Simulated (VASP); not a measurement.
# Zn3SeS2 (I-4m2) in VASP: notebook

The runs below take Zn3SeS2 through single point, relaxation of cell and atoms, with PBE.

Everything below comes from runs of VASP 6.6.1. Logs are shortened: lines on timing, memory, paths and dates and some standing lists are left out, and cuts for length are marked.

**1. The cell of the first run**

It takes space group I-4m2 (No. 119, tetragonal). The conventional cell has a = 3.833 Å, b = 3.833 Å, c = 16.262 Å, α = 90.00°, β = 90.00°, γ = 90.00°. Within 3.1 Å of Zn (site symmetry 2mm) lie 2 Se at 2.35 Å and 2 S at 2.35 Å. Within 3.1 Å of Zn (site symmetry -4m2) lie 4 S at 2.35 Å. Within 3.1 Å of Se (site symmetry -4m2) lie 4 Zn at 2.35 Å. Within 3.1 Å of S (site symmetry 2mm) lie 4 Zn at 2.35 Å.

**2. Single point, PBE**

The input, INCAR:

```
PREC = Accurate ; ENCUT = 520
EDIFF = 1E-6 ; ISMEAR = 0
SIGMA = 0.1 ; LREAL = F
LASPH = T ; NELM = 100
ALGO = Normal ; ISIF = 2
LWAVE = F ; LCHARG = T
GGA = PE ; LELF = T
LVHAR = T ; NBANDS = 36
```

The input, KPOINTS:

```
Automatic mesh
0
Gamma
  6 6 6
```

The input, POSCAR:

```
Zn3SeS2
1.0
   -1.9164385600      1.9164385600      8.1307602300
    1.9164385600     -1.9164385600      8.1307602300
    1.9164385600      1.9164385600     -8.1307602300
Zn Se S
3 1 2
Direct
    0.5833333300      0.0833333300      0.5000000000
    0.2500000000      0.7500000000      0.5000000000
    0.9166666700      0.4166666700      0.5000000000
    0.5000000000      0.5000000000      0.0000000000
    0.8333333300      0.8333333300      0.0000000000
    0.1666666700      0.1666666700      0.0000000000
```

Potentials or basis: VASP PAW PBE potentials, release 64 (Zn, Se, S).

Run with:

```console
$ cat potpaw_PBE.64/Zn/POTCAR potpaw_PBE.64/Se/POTCAR potpaw_PBE.64/S/POTCAR > POTCAR
$ mpirun -np 1 vasp_std > vasp.out
```

OUTCAR:

```text
PREC = Accurate
   ENCUT = 520
   EDIFF = 1E-6
   ISMEAR = 0
   LREAL = F
   LASPH = T
   NELM = 100
   ISIF = 2
   GGA = PE

 ion  position               nearest neighbor table
   1  0.583  0.083  0.500-   4 2.35   4 2.35   6 2.35   6 2.35
   2  0.250  0.750  0.500-   6 2.35   5 2.35   5 2.35   6 2.35
   3  0.917  0.417  0.500-   4 2.35   4 2.35   5 2.35   5 2.35
   4  0.500  0.500  0.000-   3 2.35   1 2.35   1 2.35   3 2.35
   5  0.833  0.833  0.000-   2 2.35   2 2.35   3 2.35   3 2.35
   6  0.167  0.167  0.000-   2 2.35   2 2.35   1 2.35   1 2.35

  LATTYP: Found a body centered tetragonal cell.
 ALAT       =     3.8328771200
 C/A-ratio  =     4.2426406981

  Lattice vectors:

 A1 = (  -1.9164385600,   1.9164385600,   8.1307602300)
 A2 = (   1.9164385600,  -1.9164385600,   8.1307602300)
 A3 = (   1.9164385600,   1.9164385600,  -8.1307602300)

Analysis of symmetry for initial positions (statically):
=====================================================================
 Subroutine PRICEL returns:
 Original cell was already a primitive cell.

 Routine SETGRP: Setting up the symmetry group for a
 body centered tetragonal supercell.

 Subroutine GETGRP returns: Found  8 space group operations
 (whereof  8 operations were pure point group operations)
 out of a pool of 16 trial point group operations.

The static configuration has the point symmetry D_2d.

Analysis of symmetry for dynamics (positions and initial velocities):
=====================================================================
 Subroutine PRICEL returns:
 Original cell was already a primitive cell.

 Routine SETGRP: Setting up the symmetry group for a
 body centered tetragonal supercell.

 Subroutine GETGRP returns: Found  8 space group operations
 (whereof  8 operations were pure point group operations)
 out of a pool of 16 trial point group operations.

The dynamic configuration has the point symmetry D_2d.

 Subroutine INISYM returns: Found  8 space group operations
 (whereof  8 operations are pure point group operations),
 and found     1 'primitive' translations

----------------------------------------------------------------------------------------

                                     Primitive cell

  volume of cell :     119.4486

  direct lattice vectors                    reciprocal lattice vectors
    -1.916438560  1.916438560  8.130760230     0.000000000  0.260900616  0.061494865
     1.916438560 -1.916438560  8.130760230     0.260900616  0.000000000  0.061494865
     1.916438560  1.916438560 -8.130760230     0.260900616  0.260900616  0.000000000

  length of vectors
     8.570573810  8.570573810  8.570573810     0.268049901  0.268049901  0.368969189

  position of ions in fractional coordinates (direct lattice)
     0.583333330  0.083333330  0.500000000
     0.250000000  0.750000000  0.500000000
     0.916666670  0.416666670  0.500000000
     0.500000000  0.500000000  0.000000000
     0.833333330  0.833333330  0.000000000
     0.166666670  0.166666670  0.000000000

  ion indices of the primitive-cell ions
   primitive index   ion index
                 1           1
                 2           2
                 3           3
                 4           4
                 5           5
                 6           6

----------------------------------------------------------------------------------------

 KPOINTS: Automatic mesh

Automatic generation of k-mesh.
 Grid dimensions read from file:
 generate k-points for:    6    6    6

 Generating k-lattice:

  Cartesian coordinates                     Fractional coordinates (reciprocal lattice)
     0.000000000  0.043483436  0.010249144     0.166666667  0.000000000  0.000000000
     0.043483436  0.000000000  0.010249144     0.000000000  0.166666667  0.000000000
     0.043483436  0.043483436  0.000000000     0.000000000  0.000000000  0.166666667

  Length of vectors
     0.044674984  0.044674984  0.061494865

  Shift w.r.t. Gamma in fractional coordinates (k-lattice)
     0.000000000  0.000000000  0.000000000

 Subroutine IBZKPT returns following result:
 ===========================================

 Found     30 irreducible k-points:

 Following reciprocal coordinates:
            Coordinates               Weight
  0.000000  0.000000  0.000000      1.000000
  0.166667  0.000000  0.000000      8.000000
  0.333333 -0.000000  0.000000      8.000000
  0.500000  0.000000 -0.000000      4.000000
  0.166667  0.166667  0.000000      8.000000
  0.333333  0.166667 -0.000000     16.000000
[... 16 lines left out ...]
 -0.333333 -0.333333  0.166667      8.000000
 -0.166667 -0.333333  0.166667      8.000000
 [... further k-points ...]
   k-points           NKPTS =     30   k-points in BZ     NKDIM =     30   number of bands    NBANDS=     36
   number of dos      NEDOS =    301   number of ions     NIONS =      6
   total plane-waves  NPLWV = 262144
   dimension x,y,z NGX =    64 NGY =   64 NGZ =   64
   dimension x,y,z NGXF=   128 NGYF=  128 NGZF=  128
   ions per type =               3   1   2
   NGX,Y,Z   is equivalent  to a cutoff of  12.41, 12.41, 12.41 a.u.
   NGXF,Y,Z  is equivalent  to a cutoff of  24.83, 24.83, 24.83 a.u.
 SYSTEM =  unknown system
   PREC   = accura    normal or accurate (medium, high low for compatibility)
   ISTART =      0    job   : 0-new  1-cont  2-samecut
   ICHARG =      2    charge: 1-file 2-atom 10-const
   ISPIN  =      1    spin polarized calculation?
   LNONCOLLINEAR =      F non collinear calculations
   LSORBIT =      F    spin-orbit coupling
   LASPH  =      T    aspherical Exc in radial PAW
   ENCUT  =  520.0 eV  38.22 Ry    6.18 a.u.  15.94 15.94 15.94*2*pi/ulx,y,z
   NELM   =    100;   NELMIN=  2; NELMDL= -5     # of ELM steps
   EDIFF  = 0.1E-05   stopping-criterion for ELM
   LREAL  =      F    real-space projection
   EDIFFG = 0.1E-04   stopping-criterion for IOM
   NSW    =      0    number of steps for IOM
   IBRION =     -1    ionic relax: 0-MD 1-quasi-New 2-CG
   NFREE  =      0    steps in history (QN), initial steepest desc. (CG)
   ISIF   =      2    stress and relaxation
   ISYM   =      2    0-nonsym 1-usesym 2-fastsym
   POTIM  = 0.5000    time-step for ionic-motion
   TEBEG  =    0.0;   TEEND  =   0.0 temperature during run
   PSTRESS=    0.0 pullay stress
   NELECT =      54.0000    total number of electrons
   NUPDOWN=      -1.0000    fix difference up-down
   EMIN   =  10.00;   EMAX   =-10.00  energy-range for DOS
   EFERMI =   0.00;   METHOD = LEGACY
   ISMEAR =     0;   SIGMA  =   0.10  broadening in eV -4-tet -1-fermi 0-gaus
   EFERMI_NEDOS =   21; number of points for ismear=-14 and -15
   IALGO  =     38    algorithm
   IMIX   =      4    mixing-type and parameters
     AMIX     =   0.40;   BMIX     =  1.00
     AMIX_MAG =   1.60;   BMIX_MAG =  1.00
  volume/ion in A,a.u.               =      19.91       134.35
  Fermi-wavevector in a.u.,A,eV,Ry     =   1.256452  2.374349 21.479118  1.578671
  Thomas-Fermi vector in A             =   2.390159
   LORBIT       =      0    0 simple, 1 ext, 2 COOP (PROOUT), +10 PAW based schemes
   GGA     = PE    functional components
   LHFCALC =     F    Hartree Fock is set to
   AEXX    =    0.0000 exact exchange contribution
   IVDW    =     0    specifies the selected vdW correction
   LEPSILON=     F    determine dielectric tensor
   LRPA    =     F    only Hartree local field effects (RPA)
 non-spin polarized calculation
 Gauss-broadening in eV      SIGMA  =   0.10
  energy-cutoff  :      520.00
  volume of cell :      119.45
 maximum number of plane-waves:      3250
   NGX = 31   NGY = 31   NGZ = 31

 number of electron      54.0000001 magnetization

 Free energy of the ion-electron system (eV)
  ---------------------------------------------------
  ext. energy  EPLUGINS =         0.00000000
  ---------------------------------------------------
  free energy    TOTEN  =       -19.46112306 eV

  energy without entropy =      -19.46112306  energy(sigma->0) =      -19.46112306

 E-fermi :   2.7915     XC(G=0):  -9.7080

 val. band max:        2.3058582478   @ k =   0.0000   0.0000   0.0000
 cond. band min:       4.3001153174   @ k =   0.0000   0.0000   0.0000
 fundamental gap:      1.9942570696
 Fermi energy:         2.7914588989

 k-point     1 :       0.0000    0.0000    0.0000
  band No.  band energies     occupation
      1     -11.2481      2.00000
      2     -10.3217      2.00000
      3     -10.0754      2.00000
      4      -4.4458      2.00000
      5      -4.3134      2.00000
      6      -4.3134      2.00000
[... 28 lines left out ...]
     35       8.4800      0.00000
     36      11.5521      0.00000

 k-point     2 :       0.1667    0.0000    0.0000
  band No.  band energies     occupation
      1     -11.1083      2.00000
      2     -10.2951      2.00000
      3     -10.0027      2.00000
      4      -4.3820      2.00000
      5      -4.3154      2.00000
      6      -4.2956      2.00000
[... 28 lines left out ...]
     35       9.0146      0.00000
     36       9.9268      0.00000

 k-point     3 :       0.3333   -0.0000    0.0000
  band No.  band energies     occupation
      1     -10.7752      2.00000
      2     -10.1961      2.00000
      3      -9.9334      2.00000
      4      -4.2944      2.00000
      5      -4.2608      2.00000
      6      -4.2605      2.00000
[... 28 lines left out ...]
     35       9.4275      0.00000
     36       9.5897      0.00000
[... 742 lines left out ...]
 k-point    23 :      -0.3333   -0.3333    0.1667
  band No.  band energies     occupation
      1     -10.9274      2.00000
      2     -10.3982      2.00000
      3      -9.8411      2.00000
      4      -4.3279      2.00000
      5      -4.3136      2.00000
      6      -4.2700      2.00000
[... 28 lines left out ...]
     35       9.3331      0.00000
     36       9.4672      0.00000

 k-point    24 :      -0.1667   -0.3333    0.1667
  band No.  band energies     occupation
      1     -11.0714      2.00000
      2     -10.4315      2.00000
      3      -9.9002      2.00000
      4      -4.3833      2.00000
      5      -4.3074      2.00000
      6      -4.2902      2.00000
[... 28 lines left out ...]
     35       8.8981      0.00000
     36       9.6376      0.00000

 [... further k-points ...]

------------------------ aborting loop because EDIFF is reached ----------------------------------------

  FORCE on cell =-STRESS in cart. coord.  units (eV):
  Direction    XX          YY          ZZ          XY          YZ          ZX
  --------------------------------------------------------------------------------------
  -------------------------------------------------------------------------------------
  Total        4.1075549      4.1075549      4.0104956      0.0000000     -0.0000000      0.0000000
  in kB       55.0951049     55.0951049     53.7932374      0.0000000     -0.0000000      0.0000000
  external PRESSURE =      54.6611491 kB  Pullay stress =       0.0000000 kB

 VOLUME and BASIS-vectors are now :
 -----------------------------------------------------------------------------
  energy-cutoff  :      520.00
  volume of cell :      119.45
      direct lattice vectors                 reciprocal lattice vectors
    -1.916438560  1.916438560  8.130760230     0.000000000  0.260900616  0.061494865
     1.916438560 -1.916438560  8.130760230     0.260900616  0.000000000  0.061494865
     1.916438560  1.916438560 -8.130760230     0.260900616  0.260900616  0.000000000

 POSITION                                       TOTAL-FORCE (eV/Angst)
 -----------------------------------------------------------------------------------
     -0.00000      1.91644      1.35513        -0.000000     -0.000000      0.894908
      1.91644     -0.00000      4.06538        -0.000000     -0.000000      0.000000
      0.00000      1.91644      6.77563         0.000000      0.000000     -0.894908
      0.00000      0.00000      8.13076        -0.000000     -0.000000      0.000000
      0.00000      0.00000     13.55127        -0.000000     -0.000000     -0.116805
      0.00000      0.00000      2.71025        -0.000000     -0.000000      0.116805
 -----------------------------------------------------------------------------------
    total drift:                                0.000000     -0.000000     -0.000000

  FREE ENERGIE OF THE ION-ELECTRON SYSTEM (eV)
  ---------------------------------------------------
  free  energy   TOTEN  =       -19.4611230636 eV

  energy  without entropy=      -19.4611230636  energy(sigma->0) =      -19.46112306
```

It took 4.6 min on 1 thread of Intel Xeon 6975P-C (Granite Rapids), shared host; peak memory 0.57 GiB.

What came out:

| Quantity | Value |
| --- | --- |
| Free energy | -19.4611 eV |
| Pressure | 5.5 GPa |
| Largest force | 0.895 eV/Å |
| Band gap on the k mesh | 1.99 eV, direct |

Forces in eV/Å, atoms in the order of the input:
```
Zn   0.000  0.000  0.895
Zn   0.000  0.000  0.000
Zn   0.000  0.000 -0.895
Se   0.000  0.000  0.000
S    0.000  0.000 -0.117
S    0.000  0.000  0.117
```

[end of part 1 of 2]
